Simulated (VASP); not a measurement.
Set up this calculation in VASP 6.6.1, as the native input.

| Property | Result |
| --- | --- |
| Task | electric field gradients |
| Functional | PBEsol |
| Potentials or basis | VASP PAW PBE potentials, release 64 (Bi_d, Se) |
| Cutoff | 520 eV |
| k mesh | 6 × 6 × 6 |
| Occupations | fermi-dirac, width 0.03 eV |
| Spin | no spin polarisation |
| Dipole correction | no |
| Further INCAR settings | ALGO = Normal; EDIFF = 1e-08; NBANDS = 32 |

The structure of Bi2Se3 lies in POSCAR:

```
Bi2Se3
1.0
    2.1789124036      1.3121489696      9.5780047997
   -1.9640861900      1.2707189836      9.5365748138
    0.0715336865     -2.2965080533      9.5214103865
Bi Se
2 3
Direct
    0.4008000000      0.4008000000      0.4008000000
    0.5992000000      0.5992000000      0.5992000000
    0.0000000000      0.0000000000      0.0000000000
    0.2117000000      0.2117000000      0.2117000000
    0.7883000000      0.7883000000      0.7883000000
```

This cell differs from its parent crystal: equal xy, yz and zx shear strains of +2 %.

The input as run:

INCAR

```
SYSTEM = Bi2Se3
  ALGO = Normal
  EDIFF = 1E-8
  ENCUT = 520
  GGA = PS
  ISIF = 2
  ISMEAR = -1
  LASPH = .TRUE.
  LCHARG = .FALSE.
  LEFG = .TRUE.
  LREAL = .FALSE.
  LWAVE = .FALSE.
  NBANDS = 32
  NELM = 100
  PREC = Accurate
  SIGMA = 0.03
```

KPOINTS

```
k-points
0
G
  6 6 6
  0 0 0
```

Potentials or basis: VASP PAW PBE potentials, release 64 (Bi_d, Se).

Command:

```bash
$ cat potpaw_PBE.64/Bi_d/POTCAR potpaw_PBE.64/Se/POTCAR > POTCAR
$ mpirun -np 1 vasp_std > vasp.out
```

Results of the run:

* Pressure: -0.3 GPa
* Largest force: 0.206 eV/Å
* Band gap on the k mesh: 0.13 eV
* Largest electric field gradient by atom: Bi +48.8; Se +73.4, -18.0 (each value once) V/Å²

Caveat: the cell differs from its parent crystal (equal xy, yz and zx shear strains of +2 %); without QUAD_EFG the Cq values of the log hold for a quadrupole moment of 1 mb, not for the nuclei; the PAW data sets were made with another functional, which shifts forces and pressure a little; spin-orbit coupling is left out, which moves the levels of the heavy elements.

Run time: 61 min on 1 thread of Intel(R) Xeon(R) Platinum 8375C CPU @ 2.90GHz (Ice Lake) (shared host), peak memory 1.2 GiB.
